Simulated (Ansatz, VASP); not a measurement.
# One calculation of AlN, two programs

```xyz
2
Lattice="0.0000 2.1849 2.1849 2.1001 0.0000 2.1849 2.1001 2.1849 0.0000" Properties=species:S:1:pos:R:3 pbc="T T T"
Al    0.0000    0.0000    0.0000
N     3.1502    3.2773    3.2773
```

Change from the starting cell: uniaxial_x strain -3.9%.

Alike in both runs: task single point; functional HSE06; k mesh 8 × 8 × 8; no spin polarisation.

```csv
,VASP,Ansatz
version,VASP 6.6.1,Ansatz 0.2.0
potentials or method,"VASP PAW PBE potentials, release 64 (Al, N)","plane waves, PAW"
plane-wave cutoff (eV),520,420
occupations,"gaussian, width 0.01 eV",fixed
valence electrons in the cell,8,8
```

VASP gave:

```
gap on the k mesh at the Fermi level (eV)                     : 4.37
pressure (GPa)                                                : 8.0
traceless stress, the component that is largest in VASP (GPa) : 3.18
```

**Question.** Estimate Ansatz's values.

**Answer.** gap on the k mesh at the Fermi level (eV): 4.37; pressure (GPa): 8.1; traceless stress, the component that is largest in VASP (GPa): 3.16.

Ansatz's warnings: stress exchange threshold loose, stress scf threshold loose.
